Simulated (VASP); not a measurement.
C: single point with PBE

C:

```
CELL_PARAMETERS angstrom
2.43230 0.00000 0.00000
-1.21615 2.10643 0.00000
0.00000 0.00000 12.42911
ATOMIC_POSITIONS crystal
C 0.00000 0.00000 0.18686
C 0.00000 0.00000 0.68686
C 0.00000 0.00000 0.31314
C 0.00000 0.00000 0.81314
C 0.33333 0.66667 0.52077
C 0.66667 0.33333 0.02077
C 0.33333 0.66667 0.97923
C 0.66667 0.33333 0.47923
C 0.33333 0.66667 0.64510
C 0.66667 0.33333 0.14510
C 0.33333 0.66667 0.85490
C 0.66667 0.33333 0.35490
```

| Quantity | Value |
| --- | --- |
| Program | VASP 6.6.1 |
| Task | single point |
| Functional | PBE |
| Potentials or basis | VASP PAW PBE potentials, release 64 (C) |
| Cutoff | 520 eV |
| k mesh | 12 × 12 × 2 |
| Occupations | gaussian, width 0.05 eV |
| Spin | no spin polarisation |
| Dipole correction | no |
| Further INCAR settings | ALGO = Normal; EDIFF = 1e-07; NBANDS = 36 |

| Item | Value |
| --- | --- |
| Pressure | 36.9 GPa |
| Largest force | 0.249 eV/Å |
| Band gap on the k mesh | 4.71 eV, indirect (least direct gap 4.77 eV) |

Forces in eV/Å, atoms in the order of the input:
```
C    0.000  0.000  0.249
C    0.000  0.000  0.249
C    0.000  0.000 -0.249
C    0.000  0.000 -0.249
C    0.000  0.000  0.226
C    0.000  0.000  0.226
C    0.000  0.000 -0.226
C    0.000  0.000 -0.226
C    0.000  0.000 -0.166
C    0.000  0.000 -0.166
C    0.000  0.000  0.166
C    0.000  0.000  0.166
```

Stress tensor (GPa, compression positive):
```
53.09  0.00  0.00
 0.00 53.09  0.00
 0.00  0.00  4.51
```

Levels at points of the mesh, in eV from the valence-band top:
| k point | band 20 | band 21 | band 22 | band 23 | band 24 | band 25 | band 26 | band 27 | band 28 | band 29 |
| --- | --- | --- | --- | --- | --- | --- | --- | --- | --- | --- |
| (0.00, 0.00, 0.00) | -0.90 | -0.90 | -0.24 | 0.00 | 0.00 | 4.77 | 5.94 | 5.94 | 6.97 | 6.97 |
| (0.50, 0.00, 0.00) | -4.73 | -4.34 | -4.30 | -3.91 | -3.26 | 5.19 | 5.26 | 5.80 | 5.93 | 6.36 |
| (0.00, 0.00, 0.50) | -1.66 | -0.29 | -0.29 | -0.29 | -0.29 | 5.91 | 5.91 | 6.30 | 6.30 | 6.30 |
| (0.50, 0.00, 0.50) | -5.17 | -4.11 | -4.11 | -3.57 | -3.57 | 5.40 | 5.40 | 5.51 | 5.51 | 6.52 |

Wall time 39 s on 1 thread of Intel(R) Xeon(R) 6975P-C (Granite Rapids), with other jobs on the host, peak memory 0.19 GiB.

A k mesh can miss the band edges. PBE gaps usually lie below the measured ones, often by a third to a half.
